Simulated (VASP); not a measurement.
# CuI (F-43m) in VASP: notebook

CuI is run at these levels: PBE+D3(BJ); tasks: single point, relaxation of cell and atoms.

Program: VASP 6.6.1. These are calculated values, not measurements. Logs are shortened: lines on timing, memory, paths and dates and some standing lists are left out, and cuts for length are marked.

### 1 The cell of the first run

The structure is cubic, space group F-43m (No. 216). Conventional cell: a = 5.971 Å, b = 5.971 Å, c = 5.971 Å, α = 90.00°, β = 90.00°, γ = 90.00°. Within 3.4 Å of Cu (site symmetry -43m) lie 4 I at 2.59 Å. Within 3.4 Å of I (site symmetry -43m) lie 4 Cu at 2.59 Å.

### 2 Single point, PBE+D3(BJ)

INCAR

```
PREC = Accurate ; ENCUT = 520
EDIFF = 1E-6 ; ISMEAR = 0
SIGMA = 0.02 ; LREAL = F
LASPH = T ; NELM = 80
ALGO = Normal ; ISIF = 2
LWAVE = F ; LCHARG = F
GGA = PE ; IVDW = 12
NBANDS = 16
```

KPOINTS

```
Automatic mesh
0
Gamma
  8 8 8
```

POSCAR

```
CuI
1.0
    0.0000000000      2.9854162016      2.9854162016
    2.9854162016      0.0000000000      2.9854162016
    2.9854162016      2.9854162016      0.0000000000
Cu I
1 1
Direct
    0.2500000000      0.2500000000      0.2500000000
    0.0000000000      0.0000000000      0.0000000000
```

Potentials or basis: VASP PAW PBE potentials, release 64 (Cu, I).

Launch:

```
$ cat potpaw_PBE.64/Cu/POTCAR potpaw_PBE.64/I/POTCAR > POTCAR
$ mpirun -np 1 vasp_std > vasp.out
```

OUTCAR:

```text
PREC = Accurate
   ENCUT = 520
   EDIFF = 1E-6
   ISMEAR = 0
   LREAL = F
   LASPH = T
   NELM = 80
   ISIF = 2
   GGA = PE
   IVDW = 12
 IVDW          = 12

 ion  position               nearest neighbor table
   1  0.250  0.250  0.250-   2 2.59   2 2.59   2 2.59   2 2.59
   2  0.000  0.000  0.000-   1 2.59   1 2.59   1 2.59   1 2.59

  LATTYP: Found a face centered cubic cell.
 ALAT       =     5.9708324032

  Lattice vectors:

 A1 = (   0.0000000000,   2.9854162016,   2.9854162016)
 A2 = (   2.9854162016,   0.0000000000,   2.9854162016)
 A3 = (   2.9854162016,   2.9854162016,   0.0000000000)

Analysis of symmetry for initial positions (statically):
=====================================================================
 Subroutine PRICEL returns:
 Original cell was already a primitive cell.

 Routine SETGRP: Setting up the symmetry group for a
 face centered cubic supercell.

 Subroutine GETGRP returns: Found 24 space group operations
 (whereof 24 operations were pure point group operations)
 out of a pool of 48 trial point group operations.

The static configuration has the point symmetry T_d .

Analysis of symmetry for dynamics (positions and initial velocities):
=====================================================================
 Subroutine PRICEL returns:
 Original cell was already a primitive cell.

 Routine SETGRP: Setting up the symmetry group for a
 face centered cubic supercell.

 Subroutine GETGRP returns: Found 24 space group operations
 (whereof 24 operations were pure point group operations)
 out of a pool of 48 trial point group operations.

The dynamic configuration has the point symmetry T_d .

 Subroutine INISYM returns: Found 24 space group operations
 (whereof 24 operations are pure point group operations),
 and found     1 'primitive' translations

----------------------------------------------------------------------------------------

                                     Primitive cell

  volume of cell :      53.2163

  direct lattice vectors                    reciprocal lattice vectors
     0.000000000  2.985416202  2.985416202    -0.167480836  0.167480836  0.167480836
     2.985416202  0.000000000  2.985416202     0.167480836 -0.167480836  0.167480836
     2.985416202  2.985416202  0.000000000     0.167480836  0.167480836 -0.167480836

  length of vectors
     4.222016082  4.222016082  4.222016082     0.290085317  0.290085317  0.290085317

  position of ions in fractional coordinates (direct lattice)
     0.250000000  0.250000000  0.250000000
     0.000000000  0.000000000  0.000000000

  ion indices of the primitive-cell ions
   primitive index   ion index
                 1           1
                 2           2

----------------------------------------------------------------------------------------

 KPOINTS: Automatic mesh

Automatic generation of k-mesh.
 Grid dimensions read from file:
 generate k-points for:    8    8    8

 Generating k-lattice:

  Cartesian coordinates                     Fractional coordinates (reciprocal lattice)
    -0.020935104  0.020935104  0.020935104     0.125000000  0.000000000  0.000000000
     0.020935104 -0.020935104  0.020935104     0.000000000  0.125000000  0.000000000
     0.020935104  0.020935104 -0.020935104     0.000000000  0.000000000  0.125000000

  Length of vectors
     0.036260665  0.036260665  0.036260665

  Shift w.r.t. Gamma in fractional coordinates (k-lattice)
     0.000000000  0.000000000  0.000000000

 Subroutine IBZKPT returns following result:
 ===========================================

 Found     29 irreducible k-points:

 Following reciprocal coordinates:
            Coordinates               Weight
  0.000000  0.000000  0.000000      1.000000
  0.125000  0.000000  0.000000      8.000000
  0.250000  0.000000  0.000000      8.000000
  0.375000  0.000000  0.000000      8.000000
  0.500000  0.000000  0.000000      4.000000
  0.125000  0.125000  0.000000      6.000000
[... 16 lines left out ...]
  0.500000  0.250000  0.125000     48.000000
 -0.375000  0.250000  0.125000     24.000000
 [... further k-points ...]
   k-points           NKPTS =     29   k-points in BZ     NKDIM =     29   number of bands    NBANDS=     16
   number of dos      NEDOS =    301   number of ions     NIONS =      2
   total plane-waves  NPLWV =  32768
   dimension x,y,z NGX =    32 NGY =   32 NGZ =   32
   dimension x,y,z NGXF=    64 NGYF=   64 NGZF=   64
   ions per type =               1   1
   NGX,Y,Z   is equivalent  to a cutoff of  12.60, 12.60, 12.60 a.u.
   NGXF,Y,Z  is equivalent  to a cutoff of  25.20, 25.20, 25.20 a.u.
 SYSTEM =  unknown system
   PREC   = accura    normal or accurate (medium, high low for compatibility)
   ISTART =      0    job   : 0-new  1-cont  2-samecut
   ICHARG =      2    charge: 1-file 2-atom 10-const
   ISPIN  =      1    spin polarized calculation?
   LNONCOLLINEAR =      F non collinear calculations
   LSORBIT =      F    spin-orbit coupling
   LASPH  =      T    aspherical Exc in radial PAW
   ENCUT  =  520.0 eV  38.22 Ry    6.18 a.u.   7.85  7.85  7.85*2*pi/ulx,y,z
   NELM   =     80;   NELMIN=  2; NELMDL= -5     # of ELM steps
   EDIFF  = 0.1E-05   stopping-criterion for ELM
   LREAL  =      F    real-space projection
   EDIFFG = 0.1E-04   stopping-criterion for IOM
   NSW    =      0    number of steps for IOM
   IBRION =     -1    ionic relax: 0-MD 1-quasi-New 2-CG
   NFREE  =      0    steps in history (QN), initial steepest desc. (CG)
   ISIF   =      2    stress and relaxation
   ISYM   =      2    0-nonsym 1-usesym 2-fastsym
   POTIM  = 0.5000    time-step for ionic-motion
   TEBEG  =    0.0;   TEEND  =   0.0 temperature during run
   PSTRESS=    0.0 pullay stress
   NELECT =      18.0000    total number of electrons
   NUPDOWN=      -1.0000    fix difference up-down
   EMIN   =  10.00;   EMAX   =-10.00  energy-range for DOS
   EFERMI =   0.00;   METHOD = LEGACY
   ISMEAR =     0;   SIGMA  =   0.02  broadening in eV -4-tet -1-fermi 0-gaus
   EFERMI_NEDOS =   21; number of points for ismear=-14 and -15
   IALGO  =     38    algorithm
   IMIX   =      4    mixing-type and parameters
     AMIX     =   0.40;   BMIX     =  1.00
     AMIX_MAG =   1.60;   BMIX_MAG =  1.00
  volume/ion in A,a.u.               =      26.61       179.56
  Fermi-wavevector in a.u.,A,eV,Ry     =   1.140646  2.155508 17.702169  1.301073
  Thomas-Fermi vector in A             =   2.277347
   LORBIT       =      0    0 simple, 1 ext, 2 COOP (PROOUT), +10 PAW based schemes
   GGA     = PE    functional components
   LHFCALC =     F    Hartree Fock is set to
   AEXX    =    0.0000 exact exchange contribution
   IVDW    =    12    specifies the selected vdW correction
   LEPSILON=     F    determine dielectric tensor
   LRPA    =     F    only Hartree local field effects (RPA)
 non-spin polarized calculation
 Gauss-broadening in eV      SIGMA  =   0.02
  energy-cutoff  :      520.00
  volume of cell :       53.22
 maximum number of plane-waves:      1459
   NGX = 15   NGY = 15   NGZ = 15

 number of electron      18.0000003 magnetization

 Free energy of the ion-electron system (eV)
  ---------------------------------------------------
  ext. energy  EPLUGINS =         0.00000000
  ---------------------------------------------------
  free energy    TOTEN  =        -5.54030455 eV

  energy without entropy =       -5.54030455  energy(sigma->0) =       -5.54030455

 E-fermi :   5.0646     XC(G=0):  -9.1517

 val. band max:        4.9386584033   @ k =   0.0000   0.0000   0.0000
 cond. band min:       6.2088242663   @ k =   0.0000   0.0000   0.0000
 fundamental gap:      1.2701658630
 Fermi energy:         5.0645692152

 k-point     1 :       0.0000    0.0000    0.0000
  band No.  band energies     occupation
      1      -9.3200      2.00000
      2       1.0869      2.00000
      3       1.0869      2.00000
      4       1.0869      2.00000
      5       2.8910      2.00000
      6       2.8910      2.00000
[... 8 lines left out ...]
     15      14.5993      0.00000
     16      14.5993      0.00000

 k-point     2 :       0.1250    0.0000    0.0000
  band No.  band energies     occupation
      1      -9.2394      2.00000
      2       0.7899      2.00000
      3       1.0945      2.00000
      4       1.0945      2.00000
      5       2.8842      2.00000
      6       2.8842      2.00000
[... 8 lines left out ...]
     15      13.8974      0.00000
     16      13.9441      0.00000

 k-point     3 :       0.2500    0.0000    0.0000
  band No.  band energies     occupation
      1      -9.0318      2.00000
      2       0.0706      2.00000
      3       1.1096      2.00000
      4       1.1096      2.00000
      5       2.8806      2.00000
      6       2.8806      2.00000
[... 8 lines left out ...]
     15      13.6936      0.00000
     16      13.8723      0.00000

 k-point     4 :       0.3750    0.0000    0.0000
  band No.  band energies     occupation
      1      -8.8019      2.00000
      2      -0.6388      2.00000
      3       1.1190      2.00000
      4       1.1190      2.00000
      5       2.9018      2.00000
      6       2.9018      2.00000
[... 8 lines left out ...]
     15      14.6545      0.00000
     16      14.6545      0.00000
[... 324 lines left out ...]
 k-point    22 :       0.3750    0.2500    0.1250
  band No.  band energies     occupation
      1      -8.8700      2.00000
      2      -0.1354      2.00000
      3       0.8735      2.00000
      4       1.0992      2.00000
      5       2.8146      2.00000
      6       2.9307      2.00000
[... 8 lines left out ...]
     15      15.3355      0.00000
     16      16.3986      0.00000

 k-point    23 :       0.5000    0.2500    0.1250
  band No.  band energies     occupation
      1      -8.6785      2.00000
      2      -0.4945      2.00000
      3       0.6399      2.00000
      4       1.0888      2.00000
      5       2.8398      2.00000
      6       2.9070      2.00000
[... 8 lines left out ...]
     15      15.7123      0.00000
     16      16.5338      0.00000

 k-point    24 :      -0.3750    0.2500    0.1250
  band No.  band energies     occupation
      1      -8.5939      2.00000
      2      -0.6501      2.00000
      3       0.5375      2.00000
      4       1.0770      2.00000
      5       2.8205      2.00000
      6       2.9025      2.00000
[... 8 lines left out ...]
     15      15.7860      0.00000
     16      16.3998      0.00000

 [... further k-points ...]

------------------------ aborting loop because EDIFF is reached ----------------------------------------

 Edisp (eV)   -0.72071

 E8    (eV) :    -0.3166

  FORCE on cell =-STRESS in cart. coord.  units (eV):
  Direction    XX          YY          ZZ          XY          YZ          ZX
  --------------------------------------------------------------------------------------
  -------------------------------------------------------------------------------------
  Total      -0.00815    -0.00815    -0.00815     0.00000     0.00000     0.00000
  in kB      -0.24534    -0.24534    -0.24534     0.00000     0.00000     0.00000
  external pressure =       -0.25 kB  Pullay stress =        0.00 kB

 VOLUME and BASIS-vectors are now :
 -----------------------------------------------------------------------------
  energy-cutoff  :      520.00
  volume of cell :       53.22
      direct lattice vectors                 reciprocal lattice vectors
     0.000000000  2.985416202  2.985416202    -0.167480836  0.167480836  0.167480836
     2.985416202  0.000000000  2.985416202     0.167480836 -0.167480836  0.167480836
     2.985416202  2.985416202  0.000000000     0.167480836  0.167480836 -0.167480836

 POSITION                                       TOTAL-FORCE (eV/Angst)
 -----------------------------------------------------------------------------------
      1.49271      1.49271      1.49271        -0.000000      0.000000      0.000000
      0.00000      0.00000      0.00000         0.000000     -0.000000     -0.000000
 -----------------------------------------------------------------------------------
    total drift:                                0.000001      0.000001      0.000001

  FREE ENERGIE OF THE ION-ELECTRON SYSTEM (eV)
  ---------------------------------------------------
  free  energy   TOTEN  =        -6.2610132004 eV

  energy  without entropy=       -6.2610132004  energy(sigma->0) =       -6.26101320
```

It used 82 s of CPU time on 1 thread of AMD EPYC 7R13 Processor (Zen 3), on a shared host.

What came out:

| Item | Value |
| --- | --- |
| Free energy | -6.2610 eV |
| Pressure | 0.0 GPa |
| Band gap on the k mesh | 1.27 eV, direct |
| Dispersion energy per atom | -0.360 eV |

Levels at points of the mesh, in eV from the valence-band top:
```
           k point  band 7  band 8  band 9  band 10  band 11  band 12
(0.00, 0.00, 0.00)    0.00    0.00    0.00     1.27     4.82     4.82
(0.50, 0.00, 0.00)   -1.97   -0.78   -0.78     2.20     5.37     5.37
(0.50, 0.50, 0.00)   -1.95   -1.66   -1.66     2.62     2.88     9.51
```

Caveat: spin-orbit coupling is left out, which moves the levels of the heavy elements.

[end of part 1 of 2]
